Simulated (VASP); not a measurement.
Runs of VASP 6.6.1 on KI. The structure is that of space group Fm-3m (No. 225), or close to it. The cells are those of the table. 

```csv
cell,gap on the mesh (eV),pressure (GPa)
"a = 5.010 Å, angles 59.3°, 2 atoms",3.81,-0.2
"a = 5.009, b = 5.009, c = 5.034 Å, angles 59.8, 59.8, 60.3°, 2 atoms",3.79,(a)
"a = 4.960, b = 4.960, c = 4.935 Å, angles 60.2, 60.2, 59.7°, 2 atoms",3.87,0.1
"a = 5.035, b = 5.035, c = 5.084 Å, angles 59.7, 59.7, 60.7°, 2 atoms",3.75,-0.6
"a = 4.960 Å, angles 60.7°, 2 atoms",3.80,-0.2
"a = 4.935, b = 4.935, c = 4.885 Å, angles 60.3, 60.3, 59.3°, 2 atoms",(b),0.3
```

Alike in all rows: task electric field gradients; level PBEsol; potentials or basis VASP PAW PBE potentials, release 64 (K_sv, I); no spin polarisation; k mesh 8 × 8 × 8; cutoff (eV) 400; smearing fermi-dirac 0.01 eV.

Question: Estimate the missing entries.

Answer: (a) -0.4; (b) 3.91.

Caveats: the PAW data sets were made with another functional, which shifts forces and pressure a little; spin-orbit coupling is left out, which moves the levels of the heavy elements.

A k mesh can miss the band edges, and the runs leave out spin-orbit coupling on I.
